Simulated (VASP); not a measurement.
Runs of VASP 6.6.1 on BaScO2F. The structure is that of space group P4/mmm (No. 123), or close to it. The cells are those of the table. 

```tsv
cell	gap on the mesh (eV)	pressure (GPa)
a = 4.207, b = 4.207, c = 4.085 Å, 5 atoms	(b)	-5.3
a = 4.207, b = 4.207, c = 4.043 Å, 5 atoms	(a)	-4.0
a = 4.207, b = 4.207, c = 4.359 Å, 5 atoms	2.73	-11.2
a = 4.207, b = 4.207, c = 4.169 Å, 5 atoms	2.91	-7.5
a = 4.207, b = 4.207, c = 4.338 Å, 5 atoms	2.75	-10.9
```

Alike in all rows: task single point; level LDA; potentials or basis VASP PAW LDA potentials, release 64 (Ba_sv, Sc_sv, O, F); no spin polarisation; k mesh 6 × 6 × 6; cutoff (eV) 520; smearing gaussian 0.05 eV.

Fill in the values left out.

(a) 3.05; (b) 3.00.

Caveats: spin-orbit coupling is left out, which moves the levels of the heavy elements.

A k mesh can miss the band edges, and the runs leave out spin-orbit coupling on Ba.
